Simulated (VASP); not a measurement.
## As: single point with LDA

Crystal: As.

```xyz
2
Lattice="0.0000 2.8589 2.8589 2.8589 0.0000 2.8589 2.8589 2.8589 0.0000" Properties=species:S:1:pos:R:3 pbc="T T T"
As    0.7147    0.7147    0.7147
As    5.0030    5.0030    5.0030
```

This cell differs from its parent crystal: volume scaled by 0.88.

```
Program                : VASP 6.6.1
Task                   : single point
Functional             : LDA
Potentials or basis    : VASP PAW LDA potentials, release 64 (As)
Cutoff                 : 520 eV
k mesh                 : 10 × 10 × 10
Occupations            : fermi-dirac, width 0.1 eV
Spin                   : no spin polarisation
Dipole correction      : no
Further INCAR settings : ALGO = Normal; EDIFF = 1e-06; NBANDS = 12
```

The pressure is 9.0 GPa. The band gap on the k mesh is zero (band 5 reaches 5.72 eV, above the bottom of band 6 at 3.70 eV).

Levels at points of the mesh, in eV from the Fermi level:
| k point | band 2 | band 3 | band 4 | band 5 | band 6 | band 7 | band 8 | band 9 |
| --- | --- | --- | --- | --- | --- | --- | --- | --- |
| (0.00, 0.00, 0.00) | -4.85 | -2.45 | -2.45 | -2.45 | 0.54 | 0.54 | 0.54 | 4.94 |
| (0.50, 0.00, 0.00) | -10.09 | -3.60 | -3.60 | -2.72 | 1.89 | 1.89 | 5.74 | 7.62 |
| (0.50, 0.50, 0.00) | -11.74 | -4.93 | -4.93 | -0.95 | -0.95 | 6.19 | 6.19 | 8.53 |

Wall time 8 s on 1 thread of Intel(R) Xeon(R) 6975P-C (Granite Rapids), on a shared host, peak memory 0.15 GiB.
